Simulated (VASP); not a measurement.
# Zn16S15Br (a cell with a defect) (Wurtzite-2H) in VASP: electric field gradients with PBE

Aim: the electric field gradients of Zn16S15Br (a cell with a defect) (Wurtzite-2H) with PBE.

All numbers are computed with VASP 6.6.1; they aren't measurements. Logs are shortened: lines on timing, memory, paths and dates and some standing lists are left out, and cuts for length are marked.

**1. The cell of the first run**

The cell holds a defect, 32 atoms: a = 7.622 Å, b = 7.622 Å, c = 12.468 Å, α = 90.00°, β = 90.00°, γ = 120.00°.

**2. Electric field gradients, PBE**

INCAR

```
SYSTEM = Zn16S15Br
PREC     = Accurate       ! precision mode
ENCUT    = 520            ! plane-wave cutoff, eV
EDIFF    = 1E-8           ! SCF threshold, eV
ISMEAR   = -1             ! smearing method
SIGMA    = 0.01           ! smearing width, eV
LREAL    = Auto         
LASPH    = .True.         ! aspherical terms in the spheres
NELM     = 100            ! most SCF steps
ALGO     = Normal         ! electronic algorithm
ISIF     = 2              ! what is computed and relaxed
LWAVE    = .False.        ! write WAVECAR
LCHARG   = .False.        ! write CHGCAR
GGA      = PE             ! functional
LEFG     = .True.       
NELECT   = 288.0        
NBANDS   = 166            ! bands
```

KPOINTS

```
Automatic mesh
0
Gamma
  3 3 2
  0 0 0
```

POSCAR

```
Zn16S15Br
1.0
    7.6220000000      0.0000000000      0.0000000000
   -3.8110000000      6.6008456276      0.0000000000
    0.0000000000      0.0000000000     12.4680000000
Zn Br S
16 1 15
Direct
    0.1666666666      0.3333333334      0.0000000000
    0.1666666666      0.3333333334      0.5000000000
    0.1666666666      0.8333333334      0.0000000000
    0.1666666666      0.8333333334      0.5000000000
    0.6666666666      0.3333333334      0.0000000000
    0.6666666666      0.3333333334      0.5000000000
    0.6666666666      0.8333333334      0.0000000000
    0.6666666666      0.8333333334      0.5000000000
    0.3333333334      0.1666666666      0.2500000000
    0.3333333334      0.1666666666      0.7500000000
    0.3333333334      0.6666666666      0.2500000000
    0.3333333334      0.6666666666      0.7500000000
    0.8333333334      0.1666666666      0.2500000000
    0.8333333334      0.1666666666      0.7500000000
    0.8333333334      0.6666666666      0.2500000000
    0.8333333334      0.6666666666      0.7500000000
    0.1666666666      0.3333333334      0.1925000000
    0.1666666666      0.3333333334      0.6925000000
    0.1666666666      0.8333333334      0.1925000000
    0.1666666666      0.8333333334      0.6925000000
    0.6666666666      0.3333333334      0.1925000000
    0.6666666666      0.3333333334      0.6925000000
    0.6666666666      0.8333333334      0.1925000000
    0.6666666666      0.8333333334      0.6925000000
    0.3333333334      0.1666666666      0.4425000000
    0.3333333334      0.1666666666      0.9425000000
    0.3333333334      0.6666666666      0.4425000000
    0.3333333334      0.6666666666      0.9425000000
    0.8333333334      0.1666666666      0.4425000000
    0.8333333334      0.1666666666      0.9425000000
    0.8333333334      0.6666666666      0.4425000000
    0.8333333334      0.6666666666      0.9425000000
```

Potentials or basis: VASP PAW PBE potentials, release 64 (Zn, Br, S).

Launch:

```sh
$ cat potpaw_PBE.64/Zn/POTCAR potpaw_PBE.64/Br/POTCAR potpaw_PBE.64/S/POTCAR > POTCAR
$ mpirun -np 1 vasp_std > vasp.out
```

OUTCAR:

```text
SYSTEM = Zn16S15Br
   PREC = Accurate
   ENCUT = 520
   EDIFF = 1E-8
   ISMEAR = -1
   LREAL = Auto
   LASPH = .True.
   NELM = 100
   ISIF = 2
   GGA = PE
   NELECT = 288.0

 ion  position               nearest neighbor table
   1  0.167  0.333  0.000-  28 2.31  30 2.31  26 2.31  17 2.40
   2  0.167  0.333  0.500-  27 2.31  29 2.31  25 2.31  18 2.40
   3  0.167  0.833  0.000-  26 2.31  32 2.31  28 2.31  19 2.40
   4  0.167  0.833  0.500-  25 2.31  31 2.31  27 2.31  20 2.40
   5  0.667  0.333  0.000-  32 2.31  26 2.31  30 2.31  21 2.40
   6  0.667  0.333  0.500-  31 2.31  25 2.31  29 2.31  22 2.40
[... 24 lines left out ...]
  31  0.833  0.667  0.443-   6 2.31   4 2.31   8 2.31  15 2.40
  32  0.833  0.667  0.943-   5 2.31   3 2.31   7 2.31  16 2.40

  LATTYP: Found a hexagonal cell.
 ALAT       =     7.6220000000
 C/A-ratio  =     1.6357911309

  Lattice vectors:

 A1 = (   7.6220000000,   0.0000000000,   0.0000000000)
 A2 = (  -3.8110000000,   6.6008456276,   0.0000000000)
 A3 = (   0.0000000000,   0.0000000000,  12.4680000000)

Analysis of symmetry for initial positions (statically):
=====================================================================
 Subroutine PRICEL returns:
 Original cell was already a primitive cell.

 Routine SETGRP: Setting up the symmetry group for a
 hexagonal supercell.

 Subroutine GETGRP returns: Found  6 space group operations
 (whereof  2 operations were pure point group operations)
 out of a pool of 24 trial point group operations.

The static configuration has the point symmetry C_1h.
 The point group associated with its full space group is C_3v.

Analysis of symmetry for dynamics (positions and initial velocities):
=====================================================================
 Subroutine PRICEL returns:
 Original cell was already a primitive cell.

 Routine SETGRP: Setting up the symmetry group for a
 hexagonal supercell.
[... 205 lines left out ...]
      2     -10.8840      2.00000
      3     -10.4852      2.00000
      4     -10.4681      2.00000
      5     -10.1962      2.00000
      6     -10.1962      2.00000
[... 943 lines left out ...]
    155       7.1710      0.00000
    156       7.3379      0.00000
 [bands above 156 left out]

------------------------ aborting loop because EDIFF is reached ----------------------------------------

  FORCE on cell =-STRESS in cart. coord.  units (eV):
  Direction    XX          YY          ZZ          XY          YZ          ZX
  --------------------------------------------------------------------------------------
  -------------------------------------------------------------------------------------
  Total        9.0386673      9.0386673     -0.3728129      0.0000000      0.0000000     -0.0000000
  in kB       23.0860520     23.0860520     -0.9522177      0.0000000      0.0000000     -0.0000000
  external PRESSURE =      15.0732954 kB  Pullay stress =       0.0000000 kB

 VOLUME and BASIS-vectors are now :
 -----------------------------------------------------------------------------
  energy-cutoff  :      520.00
  volume of cell :      627.29
      direct lattice vectors                 reciprocal lattice vectors
     7.622000000  0.000000000  0.000000000     0.131199160  0.075747871  0.000000000
    -3.811000000  6.600845628  0.000000000     0.000000000  0.151495741  0.000000000
     0.000000000  0.000000000 12.468000000     0.000000000  0.000000000  0.080205326

 POSITION                                       TOTAL-FORCE (eV/Angst)
 -----------------------------------------------------------------------------------
     -0.00000      2.20028      0.00000        -0.000000      0.000000     -1.793845
     -0.00000      2.20028      6.23400        -0.000000      0.000000      0.585057
     -1.90550      5.50070      0.00000        -0.063430     -0.036621      0.109197
     -1.90550      5.50070      6.23400        -0.097732     -0.056426      0.437806
      3.81100      2.20028      0.00000        -0.000000      0.073243      0.109197
      3.81100      2.20028      6.23400        -0.000000      0.112852      0.437806
[... 24 lines left out ...]
      3.81100      4.40056      5.51709        -0.000000      0.000000     -0.451840
      3.81100      4.40056     11.75109        -0.000000      0.000000     -0.188804
 -----------------------------------------------------------------------------------
    total drift:                               -0.000004     -0.000003      0.031161

  FREE ENERGIE OF THE ION-ELECTRON SYSTEM (eV)
  ---------------------------------------------------
  free  energy   TOTEN  =      -108.3813804758 eV

  energy  without entropy=     -108.3813804758  energy(sigma->0) =     -108.38138048

 Electric field gradients (V/A^2)
---------------------------------------------------------------------
 ion       V_xx      V_yy      V_zz      V_xy      V_xz      V_yz
---------------------------------------------------------------------
   1     -29.713   -29.714    59.427    -0.001     0.000    -0.000
   2      -7.937    -7.938    15.874    -0.001     0.000    -0.000
   3     -12.935   -11.568    24.502    -1.186    -1.208    -0.698
   4      -8.555    -7.000    15.556    -1.348    -0.751    -0.434
   5     -10.883   -13.620    24.502    -0.001     0.000     1.395
   6      -6.222    -9.334    15.556    -0.001     0.000     0.867
[... 24 lines left out ...]
  31       0.230     0.230    -0.460    -0.000     0.000    -0.000
  32       4.146     4.145    -8.291    -0.000     0.000    -0.000
---------------------------------------------------------------------

 Electric field gradients after diagonalization (V/A^2)
 (convention: |V_zz| > |V_xx| > |V_yy|)
----------------------------------------------------------------------
 ion       V_xx      V_yy      V_zz     asymmetry (V_yy - V_xx)/ V_zz
----------------------------------------------------------------------
   1     -29.714   -29.713    59.427       0.000
   2      -7.938    -7.936    15.874       0.000
   3     -13.671   -10.883    24.553       0.114
   4      -9.364    -6.222    15.586       0.202
   5     -13.671   -10.883    24.553       0.114
   6      -9.364    -6.222    15.586       0.202
[... 24 lines left out ...]
  31       0.231     0.230    -0.460       0.003
  32       4.146     4.145    -8.291       0.000
----------------------------------------------------------------------

           NMR quadrupolar parameters

 Cq : quadrupolar parameter    Cq=e*Q*V_zz/h
 eta: asymmetry parameters     (V_yy - V_xx)/ V_zz
 Q  : nuclear electric quadrupole moment in mb (millibarn)
----------------------------------------------------------------------
 ion       Cq(MHz)       eta       Q (mb)
----------------------------------------------------------------------
   1       0.144       0.000       1.000
   2       0.038       0.000       1.000
   3       0.059       0.114       1.000
   4       0.038       0.202       1.000
   5       0.059       0.114       1.000
   6       0.038       0.202       1.000
[... 24 lines left out ...]
  31      -0.001       0.003       1.000
  32      -0.020       0.000       1.000
----------------------------------------------------------------------
```

stdout:

```text
POSCAR found type information on POSCAR ZnBrS
 POSCAR found :  3 types and      32 ions
 scaLAPACK will be used
 LDA part: xc-table for (Slater+PW92), standard interpolation
 POSCAR, INCAR and KPOINTS ok, starting setup
 FFT: planning ... GRIDC
 FFT: planning ... GRID_SOFT
 FFT: planning ... GRID
 WAVECAR not read
 entering main loop
 the old and the new charge density differ
 old charge density:   289.00000 new  288.00000
    0.284E+01
ion   1

ion   2

ion   3
     0.0000468     0.0257196     0.0109882     0.9350863     0.0190322     0.0148492
     0.0000645     0.0257196     0.0109882     0.9350862     0.0190322     0.0148492
     0.0000888     0.0257196     0.0109882     0.9350862     0.0190322     0.0148492
     0.0001223     0.0257196     0.0109882     0.9350861     0.0190322     0.0148492

     0.0000468     1.0550267     0.6271614   -19.7843308     1.0862755     0.6091200
     0.0000645     1.0550171     0.6271548   -19.7838947     1.0862641     0.6091144
     0.0000888     1.0550013     0.6271440   -19.7831757     1.0862453     0.6091053
     0.0001223     1.0549753     0.6271262   -19.7819961     1.0862144     0.6090903
[... 120 lines left out ...]
ion  23
     0.0000369    -0.8831116    -0.0517458     1.0434950     0.0896264     0.5098647
     0.0000508    -0.8831116    -0.0517458     1.0434950     0.0896264     0.5098647
     0.0000700    -0.8831116    -0.0517458     1.0434950     0.0896264     0.5098647
     0.0000964    -0.8831116    -0.0517458     1.0434950     0.0896264     0.5098647

     0.0000369   -13.8272950    -0.8012140    19.1117700     1.3877434     7.9831925
     0.0000508   -13.8272710    -0.8012126    19.1117364     1.3877410     7.9831786
     0.0000700   -13.8272310
```

Wall time 17 min (1 thread of Intel Xeon 6975P-C (Granite Rapids), shared host); peak memory 0.93 GiB.

Results:

| Quantity | Value |
| --- | --- |
| Free energy | -108.3814 eV |
| Largest force | 2.426 eV/Å |

Forces in eV/Å, atoms in the order of the input:
```
Zn   0.000  0.000 -1.794
Zn   0.000  0.000  0.585
Zn  -0.063 -0.037  0.109
Zn  -0.098 -0.056  0.438
Zn   0.000  0.073  0.109
Zn   0.000  0.113  0.438
Zn   0.063 -0.037  0.109
Zn   0.098 -0.056  0.438
Zn   1.801 -1.040  1.250
Zn  -0.021  0.012  0.120
Zn   0.000  2.079  1.250
Zn   0.000 -0.024  0.120
Zn  -1.801 -1.040  1.250
Zn   0.021  0.012  0.120
Zn   0.000  0.000  0.590
Zn   0.000  0.000  0.225
Br   0.000  0.000 -0.443
S    0.000  0.000 -0.330
S   -0.049 -0.028 -0.378
S    0.033  0.019 -0.319
S    0.000  0.056 -0.378
S    0.000 -0.038 -0.319
S    0.049 -0.028 -0.378
S   -0.033  0.019 -0.319
S   -0.116  0.067 -0.647
S   -0.091  0.052  0.030
S    0.000 -0.134 -0.647
S    0.000 -0.105  0.030
S    0.116  0.067 -0.647
S    0.091  0.052  0.030
S    0.000  0.000 -0.452
S    0.000  0.000 -0.189
```

Electric field gradients, principal values (V/Å²):
```
 atom    least   middle  greatest (by size)
 1 Zn  -29.713  -29.714              59.427
 2 Zn   -7.936   -7.938              15.874
 3 Zn  -10.883  -13.671              24.553
 4 Zn   -6.222   -9.364              15.586
 5 Zn  -10.883  -13.671              24.553
 6 Zn   -6.222   -9.364              15.586
 7 Zn  -10.884  -13.669              24.553
 8 Zn   -6.223   -9.363              15.586
 9 Zn   -7.834  -22.311              30.145
10 Zn  -13.260  -13.339              26.599
11 Zn   -7.834  -22.310              30.144
12 Zn  -13.261  -13.338              26.599
13 Zn   -7.834  -22.310              30.144
14 Zn  -13.261  -13.338              26.599
15 Zn   -5.549   -5.551              11.100
16 Zn  -11.170  -11.171              22.341
17 Br   19.858   19.858             -39.715
 18 S   -0.201   -0.202               0.403
 19 S   -5.059  -23.973              29.032
 20 S    0.228    0.988              -1.215
 21 S   -5.059  -23.973              29.032
 22 S    0.228    0.988              -1.215
 23 S   -5.058  -23.973              29.031
 24 S    0.227    0.988              -1.215
 25 S   -6.279   -9.516              15.795
 26 S   -3.801  -12.197              15.998
 27 S   -6.279   -9.515              15.795
 28 S   -3.800  -12.197              15.997
 29 S   -6.279   -9.515              15.795
 30 S   -3.800  -12.197              15.997
 31 S    0.230    0.231              -0.460
 32 S    4.145    4.146              -8.291
```

Caveat: the cell carries a net charge on a neutralising background, which shifts energy and pressure; the cell is charged against a uniform background, so pressure and absolute levels hang on convention; without QUAD_EFG the Cq values of the log hold for a quadrupole moment of 1 mb, not for the nuclei.
